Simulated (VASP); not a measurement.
# GeW (Fm-3m) in VASP: elastic constants with LDA

Aim: the elastic constants of GeW with LDA.

Program: VASP 6.6.1. These are calculated values, not measurements. Logs are shortened: lines on timing, memory, paths and dates and some standing lists are left out, and cuts for length are marked.

### 1 The cell of the first run

The structure is cubic, space group Fm-3m (No. 225). Conventional cell: a = 5.155 Å, b = 5.155 Å, c = 5.155 Å, α = 90.00°, β = 90.00°, γ = 90.00°. Within 3.4 Å of Ge (site symmetry m-3m) lie 6 W at 2.58 Å. W (site symmetry m-3m) has 6 Ge at 2.58 Å within 3.4 Å.

### 2 Elastic constants, LDA

Contents of INCAR:

```
  PREC = Accurate
  ENCUT = 600
  EDIFF = 1E-8
  ISMEAR = -1
  SIGMA = 0.05
  LREAL = False
  LASPH = True
  NELM = 60
  ALGO = Normal
  ISIF = 3
  LWAVE = False
  LCHARG = False
  GGA = CA
  IBRION = 6
  NFREE = 2
  POTIM = 0.015
  NSW = 1
```

Contents of KPOINTS:

```
Automatic mesh
0
Gamma
  7 7 7
```

Contents of POSCAR:

```
GeW
1.0
    0.0000000000      2.5776100000      2.5776100000
    2.5776100000      0.0000000000      2.5776100000
    2.5776100000      2.5776100000      0.0000000000
Ge W
1 1
Direct
    0.5000000000      0.5000000000      0.5000000000
    0.0000000000      0.0000000000      0.0000000000
```

Potentials or basis: VASP PAW LDA potentials, release 64 (Ge_d, W_sv).

Command:

```bash
$ cat potpaw_LDA.64/Ge_d/POTCAR potpaw_LDA.64/W_sv/POTCAR > POTCAR
$ mpirun -np 1 vasp_std > vasp.out
```

OUTCAR:

```text
PREC = Accurate
   ENCUT = 600
   EDIFF = 1E-8
   ISMEAR = -1
   LREAL = False
   LASPH = True
   NELM = 60
   ISIF = 3
   GGA = CA
   IBRION = 6
   NFREE = 2
   POTIM = 0.015
   NSW = 1

 ion  position               nearest neighbor table
   1  0.500  0.500  0.500-   2 2.58   2 2.58   2 2.58   2 2.58   2 2.58   2 2.58
   2  0.000  0.000  0.000-   1 2.58   1 2.58   1 2.58   1 2.58   1 2.58   1 2.58

  LATTYP: Found a face centered cubic cell.
 ALAT       =     5.1552200000

  Lattice vectors:

 A1 = (   0.0000000000,   2.5776100000,   2.5776100000)
 A2 = (   2.5776100000,   0.0000000000,   2.5776100000)
 A3 = (   2.5776100000,   2.5776100000,   0.0000000000)

Analysis of symmetry for initial positions (statically):
=====================================================================
 Subroutine PRICEL returns:
 Original cell was already a primitive cell.

 Routine SETGRP: Setting up the symmetry group for a
 face centered cubic supercell.

 Subroutine GETGRP returns: Found 48 space group operations
 (whereof 48 operations were pure point group operations)
 out of a pool of 48 trial point group operations.

The static configuration has the point symmetry O_h .

Analysis of symmetry for dynamics (positions and initial velocities):
=====================================================================
 Subroutine PRICEL returns:
 Original cell was already a primitive cell.

 Routine SETGRP: Setting up the symmetry group for a
 face centered cubic supercell.

 Subroutine GETGRP returns: Found 48 space group operations
 (whereof 48 operations were pure point group operations)
 out of a pool of 48 trial point group operations.

The dynamic configuration has the point symmetry O_h .

 Subroutine INISYM returns: Found 48 space group operations
 (whereof 48 operations are pure point group operations),
 and found     1 'primitive' translations

----------------------------------------------------------------------------------------

                                     Primitive cell

  volume of cell :      34.2517

  direct lattice vectors                    reciprocal lattice vectors
     0.000000000  2.577610000  2.577610000    -0.193978143  0.193978143  0.193978143
     2.577610000  0.000000000  2.577610000     0.193978143 -0.193978143  0.193978143
     2.577610000  2.577610000  0.000000000     0.193978143  0.193978143 -0.193978143

  length of vectors
     3.645291021  3.645291021  3.645291021     0.335979998  0.335979998  0.335979998

  position of ions in fractional coordinates (direct lattice)
     0.500000000  0.500000000  0.500000000
     0.000000000  0.000000000  0.000000000

  ion indices of the primitive-cell ions
   primitive index   ion index
                 1           1
                 2           2

----------------------------------------------------------------------------------------

 KPOINTS: Automatic mesh

Automatic generation of k-mesh.
 Grid dimensions read from file:
 generate k-points for:    7    7    7

 Generating k-lattice:

  Cartesian coordinates                     Fractional coordinates (reciprocal lattice)
    -0.027711163  0.027711163  0.027711163     0.142857143  0.000000000  0.000000000
     0.027711163 -0.027711163  0.027711163     0.000000000  0.142857143  0.000000000
     0.027711163  0.027711163 -0.027711163     0.000000000  0.000000000  0.142857143

  Length of vectors
     0.047997143  0.047997143  0.047997143

  Shift w.r.t. Gamma in fractional coordinates (k-lattice)
     0.000000000  0.000000000  0.000000000

 Subroutine IBZKPT returns following result:
 ===========================================

 Found     20 irreducible k-points:

 Following reciprocal coordinates:
            Coordinates               Weight
  0.000000  0.000000  0.000000      1.000000
  0.142857  0.000000  0.000000      8.000000
  0.285714  0.000000  0.000000      8.000000
  0.428571  0.000000  0.000000      8.000000
  0.142857  0.142857  0.000000      6.000000
  0.285714  0.142857  0.000000     24.000000
[... 12 lines left out ...]
 -0.428571  0.428571  0.142857     24.000000
 -0.285714  0.428571  0.142857     24.000000
[... 25 lines left out ...]
   ISYM   =      2    0-nonsym 1-usesym 2-fastsym
   POTIM  = 0.0150    time-step for ionic-motion
   TEBEG  =    0.0;   TEEND  =   0.0 temperature during run
   PSTRESS=    0.0 pullay stress
   NELECT =      28.0000    total number of electrons
   NUPDOWN=      -1.0000    fix difference up-down
   EMIN   =  10.00;   EMAX   =-10.00  energy-range for DOS
   EFERMI =   0.00;   METHOD = LEGACY
   ISMEAR =    -1;   SIGMA  =   0.05  broadening in eV -4-tet -1-fermi 0-gaus
   EFERMI_NEDOS =   21; number of points for ismear=-14 and -15
   IALGO  =     38    algorithm
   IMIX   =      4    mixing-type and parameters
     AMIX     =   0.40;   BMIX     =  1.00
     AMIX_MAG =   1.60;   BMIX_MAG =  1.00
  volume/ion in A,a.u.               =      17.13       115.57
  Fermi-wavevector in a.u.,A,eV,Ry     =   1.530736  2.892672 31.880529  2.343153
  Thomas-Fermi vector in A             =   2.638178
   LORBIT       =      0    0 simple, 1 ext, 2 COOP (PROOUT), +10 PAW based schemes
   GGA     = CA    functional components
   LHFCALC =     F    Hartree Fock is set to
   AEXX    =    0.0000 exact exchange contribution
   IVDW    =     0    specifies the selected vdW correction
   LEPSILON=     F    determine dielectric tensor
   LRPA    =     F    only Hartree local field effects (RPA)
 finite differences with symmetry
 non-spin polarized calculation
  energy-cutoff  :      600.00
  volume of cell :       34.25
 maximum number of plane-waves:      1155
 NGX is ok and might be reduce to    30
   NGX = 15   NGY = 15   NGZ = 15

--------------------------------------- Ionic step        1  -------------------------------------------

 number of electron      28.0000000 magnetization

 Free energy of the ion-electron system (eV)
  ---------------------------------------------------
  ext. energy  EPLUGINS =         0.00000000
  ---------------------------------------------------
  free energy    TOTEN  =       -17.67185619 eV

  energy without entropy =      -17.65079440  energy(sigma->0) =      -17.66132530

------------------------ aborting loop because EDIFF is reached ----------------------------------------

  FORCE on cell =-STRESS in cart. coord.  units (eV):
  Direction    XX          YY          ZZ          XY          YZ          ZX
  --------------------------------------------------------------------------------------
  -------------------------------------------------------------------------------------
  Total       -1.9098808     -1.9098808     -1.9098808     -0.0000000     -0.0000000      0.0000000
  in kB      -89.3377924    -89.3377924    -89.3377924     -0.0000000     -0.0000000      0.0000000
  external PRESSURE =     -89.3377924 kB  Pullay stress =       0.0000000 kB
[... 89 lines left out ...]
  FREE ENERGIE OF THE ION-ELECTRON SYSTEM (eV)
  ---------------------------------------------------
  free  energy   TOTEN  =       -17.6928987633 eV

  energy  without entropy=      -17.6739578096  energy(sigma->0) =      -17.68342829

[... ionic steps 4 to 14 ...]

--------------------------------------- Ionic step       15  -------------------------------------------

 number of electron      27.9999999 magnetization

------------------------ aborting loop because EDIFF is reached ----------------------------------------
[... 67 lines left out ...]
--------------------------------------- Ionic step       17  -------------------------------------------

 number of electron      28.0000001 magnetization

 Free energy of the ion-electron system (eV)
  ---------------------------------------------------
  ext. energy  EPLUGINS =         0.00000000
  ---------------------------------------------------
  free energy    TOTEN  =       -17.67091543 eV

  energy without entropy =      -17.64986910  energy(sigma->0) =      -17.66039227

 E-fermi :   8.8627     XC(G=0): -12.6592

 val. band max:        8.8490819046   @ k =   0.4286   0.1429  -0.2857
 cond. band min:       8.8916305568   @ k =   0.0000   0.4286   0.4286
 fundamental gap:      0.0425486522
 Fermi energy:         8.8626784566

 k-point     1 :       0.0000    0.0000    0.0000
  band No.  band energies     occupation
      1     -65.2014      2.00000
      2     -29.6337      2.00000
      3     -29.6336      2.00000
      4     -29.6336      2.00000
      5     -15.6970      2.00000
      6     -15.6970      2.00000
[... 481 lines left out ...]
      5     -15.6680      2.00000
      6     -15.6599      2.00000
[... 10 lines left out ...]
     17      13.8361      0.00000
     18      14.9388      0.00000

 [... further k-points ...]
[... 5 lines left out ...]
  --------------------------------------------------------------------------------------
  -------------------------------------------------------------------------------------
  Total       -1.8950838     -1.9070720     -1.9070720      0.0000000      0.0000000     -0.0000000
  in kB      -88.6456382    -89.2064094    -89.2064094      0.0000000      0.0000000     -0.0000000
  external PRESSURE =     -89.0194857 kB  Pullay stress =       0.0000000 kB
[... 17 lines left out ...]
  FREE ENERGIE OF THE ION-ELECTRON SYSTEM (eV)
  ---------------------------------------------------
  free  energy   TOTEN  =       -17.6709154303 eV

  energy  without entropy=      -17.6498691023  energy(sigma->0) =      -17.66039227

 INTERNAL STRAIN TENSORS FROM STRAINED CELLS
 ============================================

 INTERNAL STRAIN TENSOR FOR ION    1 for displacements in x,y,z  (eV/Angst):
          X           Y           Z          XY          YZ          ZX
  --------------------------------------------------------------------------------
  x    -0.00000    -0.00000    -0.00000     0.00000     0.00000     0.00000
  y     0.00000     0.00000    -0.00000     0.00000    -0.00000     0.00000
  z    -0.00000    -0.00000     0.00000    -0.00000     0.00000    -0.00000

 INTERNAL STRAIN TENSORS FROM DISPLACED ATOMS
 ============================================

 INTERNAL STRAIN TENSOR FOR ION    1 for displacements in x,y,z  (eV/Angst):
          X           Y           Z          XY          YZ          ZX
  --------------------------------------------------------------------------------
  x     0.00000     0.00000     0.00000     0.00000     0.00000     0.00000
  y     0.00000     0.00000     0.00000     0.00000     0.00000     0.00000
  z     0.00000     0.00000     0.00000     0.00000     0.00000     0.00000

 INTERNAL STRAIN TENSOR FOR ION    2 for displacements in x,y,z  (eV/Angst):
          X           Y           Z          XY          YZ          ZX
  --------------------------------------------------------------------------------
  x     0.00000     0.00000     0.00000     0.00000     0.00000     0.00000
  y     0.00000     0.00000     0.00000     0.00000     0.00000     0.00000
  z     0.00000     0.00000     0.00000     0.00000     0.00000     0.00000

 Eigenvectors and eigenvalues of the dynamical matrix
 ----------------------------------------------------

   1 f  =    6.265305 THz    39.366073 2PiTHz  208.988081 cm-1    25.911208 meV
             X         Y         Z           dx          dy          dz
      2.577610  2.577610  2.577610     0.000000    0.846649    0.000000
      0.000000  0.000000  0.000000     0.000000   -0.532151    0.000000
[... 21 lines left out ...]
   6 f/i=    0.000423 THz     0.002657 2PiTHz    0.014106 cm-1     0.001749 meV
             X         Y         Z           dx          dy          dz
      2.577610  2.577610  2.577610     0.000000    0.000000   -0.532151
      0.000000  0.000000  0.000000     0.000000    0.000000   -0.846649

--------------------------------------------------------------------------------------------------------

 ELASTIC MODULI CONTR FROM IONIC RELAXATION (kBar)
 Direction    XX          YY          ZZ          XY          YZ          ZX
 --------------------------------------------------------------------------------
 XX           0.0000      0.0000      0.0000      0.0000      0.0000      0.0000
 YY           0.0000      0.0000      0.0000      0.0000      0.0000      0.0000
 ZZ           0.0000      0.0000      0.0000      0.0000      0.0000      0.0000
 XY           0.0000      0.0000      0.0000      0.0000      0.0000      0.0000
 YZ           0.0000      0.0000      0.0000      0.0000      0.0000      0.0000
 ZX           0.0000      0.0000      0.0000      0.0000      0.0000      0.0000
 --------------------------------------------------------------------------------

 TOTAL ELASTIC MODULI (kBar)
 Direction    XX          YY          ZZ          XY          YZ          ZX
 --------------------------------------------------------------------------------
 XX        3075.4530    936.6093    936.6093      0.0000      0.0000      0.0000
 YY         936.6093   3075.4530    936.6093      0.0000      0.0000      0.0000
 ZZ         936.6093    936.6093   3075.4530      0.0000     -0.0000      0.0000
 XY           0.0000      0.0000      0.0000     79.4914      0.0000     -0.0000
 YZ           0.0000      0.0000     -0.0000      0.0000     79.4914      0.0000
 ZX           0.0000      0.0000      0.0000     -0.0000      0.0000     79.4914
 --------------------------------------------------------------------------------
```

Wall time 9.5 min (1 thread of Intel Xeon Platinum 8259CL at 2.50GHz (Skylake/Cascade Lake), shared host); peak memory 0.27 GiB.

Results:

```
Elastic constants C11, C12, C44 : 308, 94, 8 GPa
Voigt bulk modulus              : 165 GPa
Highest phonon frequency at Γ   : 209 cm⁻¹
```

Phonon frequencies in cm⁻¹ (negative: imaginary):
```csv
q point,frequencies
"(0.000, 0.000, 0.000)",0 0 0 209 209 209
```

Elastic tensor in Voigt notation (GPa, in the Cartesian axes of the cell as first typed):
```
308  94  94   0   0   0
 94 308  94   0   0   0
 94  94 308   0   0   0
  0   0   0   8   0   0
  0   0   0   0   8   0
  0   0   0   0   0   8
```

Clamped-ion elastic tensor (GPa):
```
308  94  94   0   0   0
 94 308  94   0   0   0
 94  94 308   0   0   0
  0   0   0   8   0   0
  0   0   0   0   8   0
  0   0   0   0   0   8
```

Caveat: the cell is under stress, which shifts elastic constants; spin-orbit coupling is left out, which moves the levels of the heavy elements.
